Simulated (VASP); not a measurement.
Wanted: the native input for a VASP 6.6.1 run.

```
Task                   : single point
Functional             : PBE
Dispersion             : D3(BJ)
Potentials or basis    : VASP PAW PBE potentials, release 64 (Ga_d, P)
Cutoff                 : 500 eV
k mesh                 : 8 × 8 × 8
Occupations            : gaussian, width 0.02 eV
Spin                   : no spin polarisation
Dipole correction      : no
Further INCAR settings : ALGO = Normal; EDIFF = 1e-06; NBANDS = 16
```

The structure of GaP lies in POSCAR:

```
GaP
1.0
    0.0000000000      2.7763214908      2.7763214908
    2.7763214908      0.0000000000      2.7763214908
    2.7763214908      2.7763214908      0.0000000000
Ga P
1 1
Direct
    0.0000000000      0.0000000000      0.0000000000
    0.2500000000      0.2500000000      0.2500000000
```

One way to write it, as run:

INCAR

```
ALGO     = Normal         # electronic algorithm
EDIFF    = 1E-6           # SCF threshold, eV
ENCUT    = 500            # plane-wave cutoff, eV
GGA      = PE             # functional
GGA_COMPAT= F            
ISIF     = 2              # what is computed and relaxed
ISMEAR   = 0              # smearing method
IVDW     = 12             # dispersion correction
LASPH    = T              # aspherical terms in the spheres
LCHARG   = T              # write CHGCAR
LELF     = T              # ELF
LREAL    = F              # projectors in reciprocal space
LVHAR    = T            
LWAVE    = F              # write WAVECAR
NBANDS   = 16             # bands
NELM     = 120            # most SCF steps
PREC     = Accurate       # precision mode
SIGMA    = 0.02           # smearing width, eV
```

KPOINTS

```
k-points
0
Gamma
  8 8 8
```

Potentials or basis: VASP PAW PBE potentials, release 64 (Ga_d, P).

The run is started by

```sh
$ cat potpaw_PBE.64/Ga_d/POTCAR potpaw_PBE.64/P/POTCAR > POTCAR
$ mpirun -np 1 vasp_std > vasp.out
```

Results of the run:

The pressure is -4.3 GPa. The band gap on the k mesh is 1.37 eV and the dispersion energy per atom is -0.298 eV.

Caveat: the cell stands under tension.

It took 27 s on 1 thread of Intel Xeon 8259CL, on a shared host, peak memory 0.18 GiB.
